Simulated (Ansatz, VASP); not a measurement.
# AlGa3N4: VASP beside Ansatz

```
CELL_PARAMETERS angstrom
4.78031 0.00000 0.00000
0.00000 4.46758 0.00000
0.00000 0.00000 4.46758
ATOMIC_POSITIONS crystal
Al 0.00000 0.00000 0.00000
Ga 0.48158 0.50000 0.00000
Ga 0.51842 0.00000 0.50000
Ga 0.00000 0.50000 0.50000
N 0.75505 0.74936 0.23927
N 0.75505 0.25064 0.76073
N 0.24495 0.76073 0.74936
N 0.24495 0.23927 0.25064
```

Change from the starting cell: mode 4 frozen in at -0.082 Å, normal strain along x +0.0700.

Alike in both runs: task single point; functional PBEsol; k mesh 6 × 6 × 6; occupations gaussian, width 0.05 eV; no spin polarisation.

|  | VASP | Ansatz |
| --- | --- | --- |
| version | VASP 6.6.1 | Ansatz 0.2.0 |
| potentials or method | VASP PAW PBE potentials, release 64 (Al, Ga_d, N), cutoff 520 eV | scalar-relativistic, plane waves, PAW |
| valence electrons in the cell | 62 | 62 |

```tsv
	VASP	Ansatz	Ansatz less VASP
gap on the k mesh at the Fermi level (eV)	1.70	1.69	-0.012
least direct gap on the mesh (eV)	1.70	1.69	-0.012
pressure (GPa)	-11.5	-11.4	+0.12
traceless stress, the component that is largest in VASP (GPa)	-6.89	-6.87	+0.027
rms of the force components (eV/Å)	0.217	0.217	+0.0002
```

VASP's potentials were made for PBE, not for PBEsol, and Ansatz warns of the same on its side. Atom by atom the forces differ by 0.003 eV/Å (rms over components). The functional is the same, so the differences come from potentials, cutoffs and numerics. Ansatz's warnings: structure snapped to symmetry.
